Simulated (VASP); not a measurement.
# FeSi (P2_13) in VASP: further runs

FeSi is run at these levels: LDA; tasks: single point, relaxation of cell and atoms.

All numbers are computed with VASP 6.6.1; they aren't measurements. Logs are shortened: lines on timing, memory, paths and dates and some standing lists are left out, and cuts for length are marked.

### 1 The cell of the first run

It takes space group P2_13 (No. 198, cubic). The conventional cell has a = 4.369 Å, b = 4.369 Å, c = 4.369 Å, α = 90.00°, β = 90.00°, γ = 90.00°. Fe (site symmetry 3) has 7 Si at 2.24 to 2.45 Å and 6 Fe at 2.68 Å within 3.0 Å. Si (site symmetry 3) has 7 Fe at 2.24 to 2.45 Å and 6 Si at 2.71 Å within 3.0 Å.

### 2 Single point, LDA

INCAR reads:

```
PREC = Accurate
ENCUT = 520
EDIFF = 1E-6
ISMEAR = 0
SIGMA = 0.01
LREAL = False
LASPH = True
NELM = 60
ALGO = Normal
ISIF = 2
LWAVE = False
LCHARG = False
GGA = CA
NBANDS = 34
```

KPOINTS reads:

```
Automatic mesh
0
Gamma
  8 8 8
```

POSCAR reads:

```
FeSi
1.0
    4.3689662553      0.0000000000      0.0000000000
    0.0000000000      4.3689662553      0.0000000000
    0.0000000000      0.0000000000      4.3689662553
Fe Si
4 4
Direct
    0.1368093039      0.1368093039      0.1368093039
    0.3631906961      0.8631906961      0.6368093039
    0.6368093039      0.3631906961      0.8631906961
    0.8631906961      0.6368093039      0.3631906961
    0.8408128337      0.8408128337      0.8408128337
    0.6591871663      0.1591871663      0.3408128337
    0.3408128337      0.6591871663      0.1591871663
    0.1591871663      0.3408128337      0.6591871663
```

Potentials or basis: VASP PAW LDA potentials, release 64 (Fe, Si).

On the command line:

```bash
$ cat potpaw_LDA.64/Fe/POTCAR potpaw_LDA.64/Si/POTCAR > POTCAR
$ mpirun -np 1 vasp_std > vasp.out
```

OUTCAR:

```text
PREC = Accurate
   ENCUT = 520
   EDIFF = 1E-6
   ISMEAR = 0
   LREAL = False
   LASPH = True
   NELM = 60
   ISIF = 2
   GGA = CA

 ion  position               nearest neighbor table
   1  0.137  0.137  0.137-   5 2.24   6 2.27   7 2.27   8 2.27   7 2.45   8 2.45   6 2.45   3 2.68
                             4 2.68   2 2.68   2 2.68   4 2.68   3 2.68
   2  0.363  0.863  0.637-   6 2.24   5 2.27   7 2.27   8 2.27   7 2.45   8 2.45   5 2.45   1 2.68
                             1 2.68   3 2.68   3 2.68   4 2.68   4 2.68
   3  0.637  0.363  0.863-   7 2.24   6 2.27   5 2.27   8 2.27   8 2.45   6 2.45   5 2.45   1 2.68
                             4 2.68   2 2.68   2 2.68   4 2.68   1 2.68
   4  0.863  0.637  0.363-   8 2.24   6 2.27   7 2.27   5 2.27   6 2.45   5 2.45   7 2.45   1 2.68
                             3 2.68   2 2.68   1 2.68   2 2.68   3 2.68
   5  0.841  0.841  0.841-   1 2.24   2 2.27   3 2.27   4 2.27   3 2.45   4 2.45   2 2.45   6 2.71
                             7 2.71   8 2.71   6 2.71   8 2.71   7 2.71
   6  0.659  0.159  0.341-   2 2.24   1 2.27   3 2.27   4 2.27   3 2.45   4 2.45   1 2.45   8 2.71
                             5 2.71   5 2.71   7 2.71   7 2.71   8 2.71
   7  0.341  0.659  0.159-   3 2.24   2 2.27   1 2.27   4 2.27   4 2.45   2 2.45   1 2.45   8 2.71
                             5 2.71   8 2.71   6 2.71   6 2.71   5 2.71
   8  0.159  0.341  0.659-   4 2.24   2 2.27   3 2.27   1 2.27   2 2.45   1 2.45   3 2.45   7 2.71
                             5 2.71   7 2.71   5 2.71   6 2.71   6 2.71

  LATTYP: Found a simple cubic cell.
 ALAT       =     4.3689662553

  Lattice vectors:

 A1 = (   4.3689662553,   0.0000000000,   0.0000000000)
 A2 = (   0.0000000000,   4.3689662553,   0.0000000000)
 A3 = (   0.0000000000,   0.0000000000,   4.3689662553)

Analysis of symmetry for initial positions (statically):
=====================================================================
 Subroutine PRICEL returns:
 Original cell was already a primitive cell.

 Routine SETGRP: Setting up the symmetry group for a
 simple cubic supercell.

 Subroutine GETGRP returns: Found 12 space group operations
 (whereof  3 operations were pure point group operations)
 out of a pool of 48 trial point group operations.

The static configuration has the point symmetry C_3 .
 The point group associated with its full space group is T   .

Analysis of symmetry for dynamics (positions and initial velocities):
=====================================================================
 Subroutine PRICEL returns:
[... 128 lines left out ...]
   ISIF   =      2    stress and relaxation
   ISYM   =      2    0-nonsym 1-usesym 2-fastsym
   POTIM  = 0.5000    time-step for ionic-motion
   TEBEG  =    0.0;   TEEND  =   0.0 temperature during run
   PSTRESS=    0.0 pullay stress
   NELECT =      48.0000    total number of electrons
   NUPDOWN=      -1.0000    fix difference up-down
   EMIN   =  10.00;   EMAX   =-10.00  energy-range for DOS
   EFERMI =   0.00;   METHOD = LEGACY
   ISMEAR =     0;   SIGMA  =   0.01  broadening in eV -4-tet -1-fermi 0-gaus
   EFERMI_NEDOS =   21; number of points for ismear=-14 and -15
   IALGO  =     38    algorithm
   IMIX   =      4    mixing-type and parameters
     AMIX     =   0.40;   BMIX     =  1.00
     AMIX_MAG =   1.60;   BMIX_MAG =  1.00
  volume/ion in A,a.u.               =      10.42        70.35
  Fermi-wavevector in a.u.,A,eV,Ry     =   1.361789  2.573408 25.231594  1.854470
  Thomas-Fermi vector in A             =   2.488335
   LORBIT       =      0    0 simple, 1 ext, 2 COOP (PROOUT), +10 PAW based schemes
   GGA     = CA    functional components
   LHFCALC =     F    Hartree Fock is set to
   AEXX    =    0.0000 exact exchange contribution
   IVDW    =     0    specifies the selected vdW correction
   LEPSILON=     F    determine dielectric tensor
   LRPA    =     F    only Hartree local field effects (RPA)
 non-spin polarized calculation
 Gauss-broadening in eV      SIGMA  =   0.01
  energy-cutoff  :      520.00
  volume of cell :       83.39
 maximum number of plane-waves:      2276
   NGX = 17   NGY = 17   NGZ = 17

 number of electron      47.9999998 magnetization

 Free energy of the ion-electron system (eV)
  ---------------------------------------------------
  ext. energy  EPLUGINS =         0.00000000
  ---------------------------------------------------
  free energy    TOTEN  =       -66.55460742 eV

  energy without entropy =      -66.55460742  energy(sigma->0) =      -66.55460742

 E-fermi :  10.4273     XC(G=0): -13.2371

 val. band max:       10.3655089548   @ k =   0.2500   0.1250   0.1250
 cond. band min:      10.4952317519   @ k =   0.3750   0.1250   0.1250
 fundamental gap:      0.1297227971
 Fermi energy:        10.4273010342

 k-point     1 :       0.0000    0.0000    0.0000
  band No.  band energies     occupation
      1      -3.2280      2.00000
      2       2.2829      2.00000
      3       2.2829      2.00000
      4       2.2829      2.00000
      5       5.1280      2.00000
      6       5.1280      2.00000
[... 877 lines left out ...]
     33      14.9017      0.00000
     34      15.6044      0.00000

 [... further k-points ...]

------------------------ aborting loop because EDIFF is reached ----------------------------------------

  FORCE on cell =-STRESS in cart. coord.  units (eV):
  Direction    XX          YY          ZZ          XY          YZ          ZX
  --------------------------------------------------------------------------------------
  -------------------------------------------------------------------------------------
  Total        0.4422069      0.4422069      0.4422069     -0.0000000     -0.0000000      0.0000000
  in kB        8.4957161      8.4957161      8.4957161     -0.0000000     -0.0000000      0.0000000
  external PRESSURE =       8.4957161 kB  Pullay stress =       0.0000000 kB

 VOLUME and BASIS-vectors are now :
 -----------------------------------------------------------------------------
  energy-cutoff  :      520.00
  volume of cell :       83.39
      direct lattice vectors                 reciprocal lattice vectors
     4.368966255  0.000000000  0.000000000     0.228887096  0.000000000  0.000000000
     0.000000000  4.368966255  0.000000000     0.000000000  0.228887096  0.000000000
     0.000000000  0.000000000  4.368966255     0.000000000  0.000000000  0.228887096

 POSITION                                       TOTAL-FORCE (eV/Angst)
 -----------------------------------------------------------------------------------
      0.59772      0.59772      0.59772         0.028278      0.028278      0.028278
      1.58677      3.77125      2.78220        -0.028278     -0.028278      0.028278
      2.78220      1.58677      3.77125         0.028278     -0.028278     -0.028278
      3.77125      2.78220      1.58677        -0.028278      0.028278     -0.028278
      3.67348      3.67348      3.67348         0.004164      0.004164      0.004164
      2.87997      0.69548      1.48900        -0.004164     -0.004164      0.004164
      1.48900      2.87997      0.69548         0.004164     -0.004164     -0.004164
      0.69548      1.48900      2.87997        -0.004164      0.004164     -0.004164
 -----------------------------------------------------------------------------------
    total drift:                                0.000000     -0.000000     -0.000000

  FREE ENERGIE OF THE ION-ELECTRON SYSTEM (eV)
  ---------------------------------------------------
  free  energy   TOTEN  =       -66.5546074154 eV

  energy  without entropy=      -66.5546074154  energy(sigma->0) =      -66.55460742
```

OSZICAR:

```text
N       E                     dE             d eps       ncg     rms          rms(c)
DAV:   1     0.359849185645E+03    0.35985E+03   -0.19546E+04  3060   0.163E+03
DAV:   2    -0.398768517991E+02   -0.39973E+03   -0.37878E+03  3060   0.377E+02
DAV:   3    -0.724334859710E+02   -0.32557E+02   -0.29215E+02  3530   0.128E+02
DAV:   4    -0.741439243341E+02   -0.17104E+01   -0.16833E+01  4840   0.288E+01
DAV:   5    -0.741642383566E+02   -0.20314E-01   -0.20295E-01  4608   0.405E+00    0.339E+01
DAV:   6    -0.774081089863E+02   -0.32439E+01   -0.12938E+02  4616   0.146E+02    0.277E+01
DAV:   7    -0.668886382924E+02    0.10519E+02   -0.50928E+01  4372   0.105E+02    0.995E+00
DAV:   8    -0.666671680731E+02    0.22147E+00   -0.35548E+00  4640   0.137E+01    0.303E+00
DAV:   9    -0.665674780748E+02    0.99690E-01   -0.23816E-01  4918   0.569E+00    0.116E+00
DAV:  10    -0.665548887366E+02    0.12589E-01   -0.20933E-02  4896   0.120E+00    0.304E-01
DAV:  11    -0.665546981370E+02    0.19060E-03   -0.10400E-03  3630   0.293E-01    0.167E-01
DAV:  12    -0.665546117862E+02    0.86351E-04   -0.14364E-04  4110   0.595E-02    0.499E-02
DAV:  13    -0.665546137294E+02   -0.19432E-05   -0.79045E-05  4908   0.870E-02    0.377E-02
DAV:  14    -0.665546075110E+02    0.62184E-05   -0.24608E-05  4720   0.532E-02    0.381E-03
DAV:  15    -0.665546074154E+02    0.95632E-07   -0.67285E-07  1834   0.711E-03
   1 F= -.66554607E+02 E0= -.66554607E+02  d E =-.691907E-20
```

Wall time 2.4 min (1 thread of Intel Xeon 8259CL, shared host); peak memory 0.22 GiB.

What came out:

| Property | Result |
| --- | --- |
| Free energy | -66.5546 eV |
| Pressure | 0.8 GPa |
| Largest force | 0.049 eV/Å |
| Band gap on the k mesh | 0.13 eV (least direct gap 0.16 eV) |

Forces in eV/Å, atoms in the order of the input:
```
Fe   0.028  0.028  0.028
Fe  -0.028 -0.028  0.028
Fe   0.028 -0.028 -0.028
Fe  -0.028  0.028 -0.028
Si   0.004  0.004  0.004
Si  -0.004 -0.004  0.004
Si   0.004 -0.004 -0.004
Si  -0.004  0.004 -0.004
```

Levels at points of the mesh, in eV from the valence-band top:
```
           k point  band 20  band 21  band 22  band 23  band 24  band 25  band 26  band 27  band 28  band 29
(0.00, 0.00, 0.00)    -0.29    -0.29    -0.29    -0.05    -0.05     0.69     0.69     0.69     3.31     3.31
(0.50, 0.00, 0.00)    -1.34    -0.41    -0.41    -0.02    -0.02     0.18     0.18     1.83     1.83     2.45
(0.50, 0.50, 0.00)    -1.39    -1.09    -1.09    -0.38    -0.38     0.66     0.66     1.38     1.38     2.96
(0.50, 0.50, 0.50)    -0.81    -0.71    -0.71    -0.71    -0.71     0.49     0.49     0.49     0.49     5.97
```

A k mesh can miss the band edges. Spin polarisation is off, so any magnetic state and its effect on volume and gap are missing.

### 3 Relaxation of cell and atoms, LDA

This run uses another cell than the first one, of 11.00 Å³/atom.

INCAR reads:

```
ALGO     = Normal         # electronic algorithm
EDIFF    = 1E-6           # SCF threshold, eV
EDIFFG   = -0.005         # ionic threshold
ENCUT    = 600            # plane-wave cutoff, eV
IBRION   = 2              # ionic algorithm
ISIF     = 3              # what is computed and relaxed
ISMEAR   = 0              # smearing method
LASPH    = True           # aspherical terms in the spheres
LCHARG   = False          # write CHGCAR
LREAL    = False          # projectors in reciprocal space
LWAVE    = False          # write WAVECAR
NELM     = 100            # most SCF steps
NSW      = 70             # ionic steps
PREC     = Accurate       # precision mode
SIGMA    = 0.01           # smearing width, eV
```

KPOINTS reads:

```
k-points
0
Gamma
  8 8 8
```

POSCAR reads:

```
FeSi
1.0
    4.4479696592      0.0000000000      0.0000000000
    0.0000000000      4.4479696592      0.0000000000
    0.0000000000      0.0000000000      4.4479696592
Fe Si
4 4
Direct
    0.1359900669      0.1359900669      0.1359900669
    0.3640099331      0.8640099331      0.6359900669
    0.6359900669      0.3640099331      0.8640099331
    0.8640099331      0.6359900669      0.3640099331
    0.8407102842      0.8407102842      0.8407102842
    0.6592897158      0.1592897158      0.3407102842
    0.3407102842      0.6592897158      0.1592897158
    0.1592897158      0.3407102842      0.6592897158
```

Potentials or basis: VASP PAW LDA potentials, release 64 (Fe, Si).

On the command line:

```bash
$ cat potpaw_LDA.64/Fe/POTCAR potpaw_LDA.64/Si/POTCAR > POTCAR
$ mpirun -np 1 vasp_std > vasp.out
```

Run time: 12 min. Hardware: 1 thread of Intel Xeon 8259CL, shared host; peak memory 0.26 GiB.

Results (log left out):

- Free energy: -66.5570 eV
- Relaxed volume: 10.45 Å³/atom
- Relaxed cell: a = 4.373 Å, b = 4.373 Å, c = 4.373 Å, α = 90.00°, β = 90.00°, γ = 90.00°
- Space group after relaxing (to 0.1 Å): P2_13 (No. 198)
- Energy gained by relaxing: 21.0 meV/atom
- Ionic steps: 7
- Pressure after relaxing: 0.0 GPa
- Band gap on the k mesh: 0.13 eV (least direct gap 0.15 eV)

The path:
```
step  energy change (eV)  largest force (eV/Å)  pressure (GPa)  volume (Å³)
   1              0.0000                0.1006          -11.87        88.00
   2              0.2113                0.5431           22.14        78.03
   3             -0.1646                0.1288           -0.33        83.84
   4             -0.1646                0.1338           -0.06        83.76
   5             -0.1670                0.0638           -0.02        83.68
   6             -0.1677                0.0126            0.02        83.61
   7             -0.1678                0.0008           -0.01        83.63
```

Final structure:
```yaml
crystal:
  lattice:
    - [4.37307, 0.00000, 0.00000]
    - [0.00000, 4.37307, 0.00000]
    - [0.00000, 0.00000, 4.37307]
  atoms:
    - { symbol: Fe, position: [0.13719, 0.13719, 0.13719] }
    - { symbol: Fe, position: [0.36281, 0.86281, 0.63719] }
    - { symbol: Fe, position: [0.63719, 0.36281, 0.86281] }
    - { symbol: Fe, position: [0.86281, 0.63719, 0.36281] }
    - { symbol: Si, position: [0.84086, 0.84086, 0.84086] }
    - { symbol: Si, position: [0.65914, 0.15914, 0.34086] }
    - { symbol: Si, position: [0.34086, 0.65914, 0.15914] }
    - { symbol: Si, position: [0.15914, 0.34086, 0.65914] }
```

Levels at points of the mesh, in eV from the valence-band top:
```
           k point  band 21  band 22  band 23  band 24  band 25  band 26  band 27  band 28
(0.00, 0.00, 0.00)    -0.29    -0.29    -0.05    -0.05     0.69     0.69     0.69     3.29
(0.50, 0.00, 0.00)    -0.41    -0.41    -0.02    -0.02     0.18     0.18     1.82     1.82
(0.50, 0.50, 0.00)    -1.09    -1.09    -0.38    -0.38     0.66     0.66     1.38     1.38
(0.50, 0.50, 0.50)    -0.71    -0.71    -0.71    -0.71     0.48     0.48     0.48     0.48
```
